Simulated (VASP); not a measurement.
# SnO2 (Pa-3) in VASP: notebook

SnO2 is run at these levels: PBE, LDA; tasks: single point.

All numbers are computed with VASP 6.6.1; they aren't measurements. Logs are shortened: lines on timing, memory, paths and dates and some standing lists are left out, and cuts for length are marked.

## Step 1: The cell of the first run

It takes space group Pa-3 (No. 205, cubic). Conventional cell: a = 5.175 Å, b = 5.175 Å, c = 5.175 Å, α = 90.00°, β = 90.00°, γ = 90.00°. Sn (site symmetry -3) has 6 O at 2.11 Å within 2.8 Å. Within 2.8 Å of O (site symmetry 3) lie 3 Sn at 2.11 Å and 6 O at 2.75 Å.

## Step 2: Single point, PBE

The input, INCAR:

```
PREC = Accurate
ENCUT = 520
EDIFF = 1E-7
ISMEAR = -1
SIGMA = 0.05
LREAL = F
LASPH = T
NELM = 60
ALGO = Normal
ISIF = 2
LWAVE = F
LCHARG = T
GGA = PE
LELF = T
LVHAR = T
NBANDS = 64
```

The input, KPOINTS:

```
regular mesh
0
Gamma
  4 4 4
```

The input, POSCAR:

```
SnO2
1.0
    5.1752560000      0.0000000000      0.0000000000
    0.0000000000      5.1752560000      0.0000000000
    0.0000000000      0.0000000000      5.1752560000
Sn O
4 8
Direct
    0.0000000000      0.0000000000      0.0000000000
    0.5000000000      0.0000000000      0.5000000000
    0.5000000000      0.5000000000      0.0000000000
    0.0000000000      0.5000000000      0.5000000000
    0.6610980000      0.8389020000      0.1610980000
    0.8389020000      0.1610980000      0.6610980000
    0.1610980000      0.6610980000      0.8389020000
    0.3389020000      0.3389020000      0.3389020000
    0.6610980000      0.6610980000      0.6610980000
    0.8389020000      0.3389020000      0.1610980000
    0.1610980000      0.8389020000      0.3389020000
    0.3389020000      0.1610980000      0.8389020000
```

Potentials or basis: VASP PAW PBE potentials, release 64 (Sn_d, O).

Run with:

```
$ cat potpaw_PBE.64/Sn_d/POTCAR potpaw_PBE.64/O/POTCAR > POTCAR
$ mpirun -np 1 vasp_std > vasp.out
```

OUTCAR:

```text
PREC = Accurate
   ENCUT = 520
   EDIFF = 1E-7
   ISMEAR = -1
   LREAL = F
   LASPH = T
   NELM = 60
   ISIF = 2
   GGA = PE

 ion  position               nearest neighbor table
   1  0.000  0.000  0.000-   5 2.11   6 2.11   7 2.11  10 2.11  11 2.11  12 2.11   2 3.66   3 3.66
                             4 3.66   2 3.66   4 3.66   3 3.66   4 3.66   4 3.66   2 3.66   3 3.66
   2  0.500  0.000  0.500-   5 2.11   6 2.11   8 2.11   9 2.11  11 2.11  12 2.11   1 3.66   3 3.66
                             4 3.66   1 3.66   3 3.66   3 3.66   4 3.66   3 3.66   1 3.66   4 3.66
   3  0.500  0.500  0.000-   5 2.11   7 2.11   8 2.11   9 2.11  10 2.11  12 2.11   1 3.66   2 3.66
                             4 3.66   2 3.66   4 3.66   1 3.66   2 3.66   2 3.66   1 3.66   4 3.66
   4  0.000  0.500  0.500-   6 2.11   7 2.11   8 2.11   9 2.11  10 2.11  11 2.11   1 3.66   2 3.66
                             3 3.66   1 3.66   3 3.66   1 3.66   2 3.66   1 3.66   2 3.66   3 3.66
   5  0.661  0.839  0.161-   1 2.11   2 2.11   3 2.11
   6  0.839  0.161  0.661-   1 2.11   2 2.11   4 2.11
   7  0.161  0.661  0.839-   1 2.11   3 2.11   4 2.11
   8  0.339  0.339  0.339-   2 2.11   3 2.11   4 2.11
   9  0.661  0.661  0.661-   2 2.11   3 2.11   4 2.11
  10  0.839  0.339  0.161-   1 2.11   3 2.11   4 2.11
  11  0.161  0.839  0.339-   1 2.11   2 2.11   4 2.11
  12  0.339  0.161  0.839-   1 2.11   2 2.11   3 2.11

  LATTYP: Found a simple cubic cell.
 ALAT       =     5.1752560000

  Lattice vectors:

 A1 = (   5.1752560000,   0.0000000000,   0.0000000000)
 A2 = (   0.0000000000,   5.1752560000,   0.0000000000)
 A3 = (   0.0000000000,   0.0000000000,   5.1752560000)

Analysis of symmetry for initial positions (statically):
=====================================================================
 Subroutine PRICEL returns:
 Original cell was already a primitive cell.

 Routine SETGRP: Setting up the symmetry group for a
 simple cubic supercell.

 Subroutine GETGRP returns: Found 24 space group operations
 (whereof  6 operations were pure point group operations)
 out of a pool of 48 trial point group operations.

The static configuration has the point symmetry S_6 .
 The point group associated with its full space group is T_h .

Analysis of symmetry for dynamics (positions and initial velocities):
=====================================================================
 Subroutine PRICEL returns:
 Original cell was already a primitive cell.

 Routine SETGRP: Setting up the symmetry group for a
 simple cubic supercell.

 Subroutine GETGRP returns: Found 24 space group operations
 (whereof  6 operations were pure point group operations)
 out of a pool of 48 trial point group operations.

The dynamic configuration has the point symmetry S_6 .
 The point group associated with its full space group is T_h .

 Subroutine INISYM returns: Found 24 space group operations
 (whereof  6 operations are pure point group operations),
 and found     1 'primitive' translations

----------------------------------------------------------------------------------------

                                     Primitive cell

  volume of cell :     138.6103

  direct lattice vectors                    reciprocal lattice vectors
     5.175256000  0.000000000  0.000000000     0.193227156  0.000000000  0.000000000
     0.000000000  5.175256000  0.000000000     0.000000000  0.193227156  0.000000000
     0.000000000  0.000000000  5.175256000     0.000000000  0.000000000  0.193227156

  length of vectors
     5.175256000  5.175256000  5.175256000     0.193227156  0.193227156  0.193227156

  position of ions in fractional coordinates (direct lattice)
     0.000000000  0.000000000  0.000000000
     0.500000000  0.000000000  0.500000000
     0.500000000  0.500000000  0.000000000
     0.000000000  0.500000000  0.500000000
     0.661098000  0.838902000  0.161098000
     0.838902000  0.161098000  0.661098000
     0.161098000  0.661098000  0.838902000
     0.338902000  0.338902000  0.338902000
     0.661098000  0.661098000  0.661098000
     0.838902000  0.338902000  0.161098000
     0.161098000  0.838902000  0.338902000
     0.338902000  0.161098000  0.838902000

  ion indices of the primitive-cell ions
   primitive index   ion index
                 1           1
                 2           2
                 3           3
                 4           4
                 5           5
                 6           6
                 7           7
                 8           8
                 9           9
                10          10
                11          11
                12          12

----------------------------------------------------------------------------------------

 KPOINTS: regular mesh

Automatic generation of k-mesh.
 Grid dimensions read from file:
 generate k-points for:    4    4    4

 Generating k-lattice:

  Cartesian coordinates                     Fractional coordinates (reciprocal lattice)
     0.048306789  0.000000000  0.000000000     0.250000000  0.000000000  0.000000000
     0.000000000  0.048306789  0.000000000     0.000000000  0.250000000  0.000000000
     0.000000000  0.000000000  0.048306789     0.000000000  0.000000000  0.250000000

  Length of vectors
     0.048306789  0.048306789  0.048306789

  Shift w.r.t. Gamma in fractional coordinates (k-lattice)
     0.000000000  0.000000000  0.000000000

 Subroutine IBZKPT returns following result:
 ===========================================

 Found     11 irreducible k-points:

 Following reciprocal coordinates:
            Coordinates               Weight
  0.000000  0.000000  0.000000      1.000000
  0.250000  0.000000  0.000000      6.000000
  0.500000  0.000000  0.000000      3.000000
  0.250000  0.250000  0.000000     12.000000
  0.500000  0.250000  0.000000      6.000000
 -0.250000  0.500000  0.000000      6.000000
  0.500000  0.500000  0.000000      3.000000
  0.250000  0.250000  0.250000      8.000000
  0.500000  0.250000  0.250000     12.000000
  0.500000  0.500000  0.250000      6.000000
  0.500000  0.500000  0.500000      1.000000
   k-points           NKPTS =     11   k-points in BZ     NKDIM =     11   number of bands    NBANDS=     64
   number of dos      NEDOS =    301   number of ions     NIONS =     12
   total plane-waves  NPLWV =  64000
   dimension x,y,z NGX =    40 NGY =   40 NGZ =   40
   dimension x,y,z NGXF=    80 NGYF=   80 NGZF=   80
   ions per type =               4   8
   NGX,Y,Z   is equivalent  to a cutoff of  12.85, 12.85, 12.85 a.u.
   NGXF,Y,Z  is equivalent  to a cutoff of  25.70, 25.70, 25.70 a.u.
 SYSTEM =  unknown system
   PREC   = accura    normal or accurate (medium, high low for compatibility)
   ISTART =      0    job   : 0-new  1-cont  2-samecut
   ICHARG =      2    charge: 1-file 2-atom 10-const
   ISPIN  =      1    spin polarized calculation?
   LNONCOLLINEAR =      F non collinear calculations
   LSORBIT =      F    spin-orbit coupling
   LASPH  =      T    aspherical Exc in radial PAW
   ENCUT  =  520.0 eV  38.22 Ry    6.18 a.u.   9.62  9.62  9.62*2*pi/ulx,y,z
   NELM   =     60;   NELMIN=  2; NELMDL= -5     # of ELM steps
   EDIFF  = 0.1E-06   stopping-criterion for ELM
   LREAL  =      F    real-space projection
   EDIFFG = 0.1E-05   stopping-criterion for IOM
   NSW    =      0    number of steps for IOM
   IBRION =     -1    ionic relax: 0-MD 1-quasi-New 2-CG
   NFREE  =      0    steps in history (QN), initial steepest desc. (CG)
   ISIF   =      2    stress and relaxation
   ISYM   =      2    0-nonsym 1-usesym 2-fastsym
   POTIM  = 0.5000    time-step for ionic-motion
   TEBEG  =    0.0;   TEEND  =   0.0 temperature during run
   PSTRESS=    0.0 pullay stress
   NELECT =     104.0000    total number of electrons
   NUPDOWN=      -1.0000    fix difference up-down
   EMIN   =  10.00;   EMAX   =-10.00  energy-range for DOS
   EFERMI =   0.00;   METHOD = LEGACY
   ISMEAR =    -1;   SIGMA  =   0.05  broadening in eV -4-tet -1-fermi 0-gaus
   EFERMI_NEDOS =   21; number of points for ismear=-14 and -15
   IALGO  =     38    algorithm
   IMIX   =      4    mixing-type and parameters
     AMIX     =   0.40;   BMIX     =  1.00
     AMIX_MAG =   1.60;   BMIX_MAG =  1.00
  volume/ion in A,a.u.               =      11.55        77.95
  Fermi-wavevector in a.u.,A,eV,Ry     =   1.487604  2.811165 30.109240  2.212967
  Thomas-Fermi vector in A             =   2.600744
   LORBIT       =      0    0 simple, 1 ext, 2 COOP (PROOUT), +10 PAW based schemes
   GGA     = PE    functional components
   LHFCALC =     F    Hartree Fock is set to
   AEXX    =    0.0000 exact exchange contribution
   IVDW    =     0    specifies the selected vdW correction
   LEPSILON=     F    determine dielectric tensor
   LRPA    =     F    only Hartree local field effects (RPA)
 non-spin polarized calculation
  energy-cutoff  :      520.00
  volume of cell :      138.61
 maximum number of plane-waves:      3771
 NGX is ok and might be reduce to    40
   NGX = 19   NGY = 19   NGZ = 19

 number of electron     103.9999973 magnetization

 Free energy of the ion-electron system (eV)
  ---------------------------------------------------
  ext. energy  EPLUGINS =         0.00000000
  ---------------------------------------------------
  free energy    TOTEN  =       -73.41303343 eV

  energy without entropy =      -73.41264800  energy(sigma->0) =      -73.41284071

 E-fermi :   6.9070     XC(G=0): -11.6227

 val. band max:        6.5458536265   @ k =   0.5000   0.0000   0.0000
 cond. band min:       7.1088799793   @ k =   0.0000   0.0000   0.0000
 fundamental gap:      0.5630263528
 Fermi energy:         6.9069816768

 k-point     1 :       0.0000    0.0000    0.0000
  band No.  band energies     occupation
      1     -14.2514      2.00000
      2     -14.2514      2.00000
      3     -14.2514      2.00000
      4     -13.5782      2.00000
      5     -13.5782      2.00000
      6     -13.5782      2.00000
[... 726 lines left out ...]
     63      17.5156      0.00000
     64      17.5156      0.00000

------------------------ aborting loop because EDIFF is reached ----------------------------------------

  FORCE on cell =-STRESS in cart. coord.  units (eV):
  Direction    XX          YY          ZZ          XY          YZ          ZX
  --------------------------------------------------------------------------------------
  -------------------------------------------------------------------------------------
  Total       -0.0426269     -0.0426269     -0.0426269     -0.0000000      0.0000000      0.0000000
  in kB       -0.4927183     -0.4927183     -0.4927183     -0.0000000      0.0000000      0.0000000
  external PRESSURE =      -0.4927183 kB  Pullay stress =       0.0000000 kB

 VOLUME and BASIS-vectors are now :
 -----------------------------------------------------------------------------
  energy-cutoff  :      520.00
  volume of cell :      138.61
      direct lattice vectors                 reciprocal lattice vectors
     5.175256000  0.000000000  0.000000000     0.193227156  0.000000000  0.000000000
     0.000000000  5.175256000  0.000000000     0.000000000  0.193227156  0.000000000
     0.000000000  0.000000000  5.175256000     0.000000000  0.000000000  0.193227156

 POSITION                                       TOTAL-FORCE (eV/Angst)
 -----------------------------------------------------------------------------------
      0.00000      0.00000      0.00000         0.000000      0.000000      0.000000
      2.58763      0.00000      2.58763         0.000000      0.000000      0.000000
      2.58763      2.58763      0.00000         0.000000      0.000000      0.000000
      0.00000      2.58763      2.58763         0.000000      0.000000      0.000000
      3.42135      4.34153      0.83372        -0.002917      0.002917     -0.002917
      4.34153      0.83372      3.42135         0.002917     -0.002917     -0.002917
      0.83372      3.42135      4.34153        -0.002917     -0.002917      0.002917
      1.75390      1.75390      1.75390         0.002917      0.002917      0.002917
      3.42135      3.42135      3.42135        -0.002917     -0.002917     -0.002917
      4.34153      1.75390      0.83372         0.002917      0.002917     -0.002917
      0.83372      4.34153      1.75390        -0.002917      0.002917      0.002917
      1.75390      0.83372      4.34153         0.002917     -0.002917      0.002917
 -----------------------------------------------------------------------------------
    total drift:                                0.000000      0.000000     -0.000000

  FREE ENERGIE OF THE ION-ELECTRON SYSTEM (eV)
  ---------------------------------------------------
  free  energy   TOTEN  =       -73.4130334295 eV

  energy  without entropy=      -73.4126479977  energy(sigma->0) =      -73.41284071
```

Run time: 2.6 min. Hardware: 1 thread of AMD EPYC 7R43 (Zen 3), shared host; peak memory 0.23 GiB.

What came out:

* Free energy: -73.4130 eV
* Pressure: 0.0 GPa
* Largest force: 0.005 eV/Å
* Band gap on the k mesh: 0.56 eV, indirect (least direct gap 0.62 eV)

Forces on the atoms (eV/Å):
```
Sn   0.000  0.000  0.000
Sn   0.000  0.000  0.000
Sn   0.000  0.000  0.000
Sn   0.000  0.000  0.000
O   -0.003  0.003 -0.003
O    0.003 -0.003 -0.003
O   -0.003 -0.003  0.003
O    0.003  0.003  0.003
O   -0.003 -0.003 -0.003
O    0.003  0.003 -0.003
O   -0.003  0.003  0.003
O    0.003 -0.003  0.003
```

Caveat: spin-orbit coupling is left out, which moves the levels of the heavy elements. A k mesh can miss the band edges.

## Step 3: Single point, LDA

The input, INCAR:

```
SYSTEM = SnO2
PREC = Accurate
ENCUT = 520
EDIFF = 1E-6
ISMEAR = -1
SIGMA = 0.05
LREAL = .False.
LASPH = .True.
NELM = 100
ALGO = Normal
ISIF = 2
LWAVE = .False.
LCHARG = .False.
GGA = CA
NBANDS = 64
```

The input, KPOINTS:

```
Automatic mesh
0
Gamma
  5 5 5
  0 0 0
```

POSCAR is that of step 2.

Potentials or basis: VASP PAW LDA potentials, release 64 (Sn_d, O).

Run with:

```
$ cat potpaw_LDA.64/Sn_d/POTCAR potpaw_LDA.64/O/POTCAR > POTCAR
$ mpirun -np 1 vasp_std > vasp.out
```

It took 88 s on 1 thread of AMD EPYC 7R13 (Zen 3), shared host; peak memory 0.2 GiB.

The run converged. Its results:

| Quantity | Value |
| --- | --- |
| Free energy | -83.4318 eV |
| Pressure | -11.7 GPa |
| Largest force | 0.040 eV/Å |
| Band gap on the k mesh | 0.50 eV, indirect (least direct gap 0.56 eV) |

Forces in eV/Å, atoms in the order of the input:
```
Sn   0.000  0.000  0.000
Sn   0.000  0.000  0.000
Sn   0.000  0.000  0.000
Sn   0.000  0.000  0.000
O    0.023 -0.023  0.023
O   -0.023  0.023  0.023
O    0.023  0.023 -0.023
O   -0.023 -0.023 -0.023
O    0.023  0.023  0.023
O   -0.023 -0.023  0.023
O    0.023 -0.023 -0.023
O   -0.023  0.023 -0.023
```

Levels at points of the mesh, in eV from the valence-band top:
| k point | band 49 | band 50 | band 51 | band 52 | band 53 | band 54 | band 55 | band 56 |
| --- | --- | --- | --- | --- | --- | --- | --- | --- |
| (0.00, 0.00, 0.00) | -0.30 | -0.06 | -0.06 | -0.06 | 0.50 | 5.57 | 5.57 | 5.57 |

Caveat: spin-orbit coupling is left out, which moves the levels of the heavy elements.
